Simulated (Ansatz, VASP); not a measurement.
# Tl: VASP beside Ansatz

INCAR

```
SYSTEM = Tl
PREC = Accurate
ENCUT = 520
EDIFF = 1E-7
ISMEAR = -1
SIGMA = 0.1
LREAL = .False.
LASPH = .True.
NELM = 80
ALGO = Normal
ISIF = 2
LWAVE = .False.
LCHARG = .True.
GGA = PS
LELF = .True.
LVHAR = .True.
NBANDS = 12
```

The input KPOINTS:

```
regular mesh
0
Gamma
  13 13 13
  0 0 0
```

POSCAR

```
Tl
1.0
    0.0000000000      2.3214471505      2.3214471505
    2.3214471505      0.0000000000      2.3214471505
    2.3214471505      2.3214471505      0.0000000000
Tl
1
Direct
    0.0000000000      0.0000000000      0.0000000000
```

Input for Ansatz:

```yaml
crystal:
  lattice:
    - [0.0, 2.3214471505, 2.3214471505]
    - [2.3214471505, 0.0, 2.3214471505]
    - [2.3214471505, 2.3214471505, 0.0]
  atoms:
    - { symbol: Tl, position: [0.0, 0.0, 0.0] }
hamiltonian:
  xc: pbesol
  pseudopotentials:
    kind: paw
    azcp:
      Tl: "pseudopotentials/Tl.paw.azcp"
basis:
  ecutwfc: 420
  fft_grid_basis: typed
kpoints:
  mp_grid: { grid: [13, 13, 13], shift: [0, 0, 0] }
magnetization:
  spin_polarized: false
scf:
  occupations: { method: fermi_dirac, width: 0.1 }
  lower_state_search: "off"
output:
  stress: true
```

Alike in both runs: task single point; functional PBEsol; k mesh 13 × 13 × 13; occupations fermi-dirac, width 0.1 eV; no spin polarisation.

```csv
,VASP,Ansatz
version,VASP 6.6.1,Ansatz 0.2.0
potentials or method,"VASP PAW PBE potentials, release 64 (Tl_d), cutoff 520 eV","plane waves (420 eV) with PAW, scalar-relativistic"
valence electrons in the cell,13,13
```

```csv
,VASP,Ansatz,Ansatz less VASP
pressure (GPa),6.5,6.6,+0.08
```

VASP's potentials were made for PBE, not for PBEsol, and Ansatz warns of the same on its side. The functional is the same, so the differences come from potentials, cutoffs and numerics.

Neither program's run includes spin-orbit coupling.
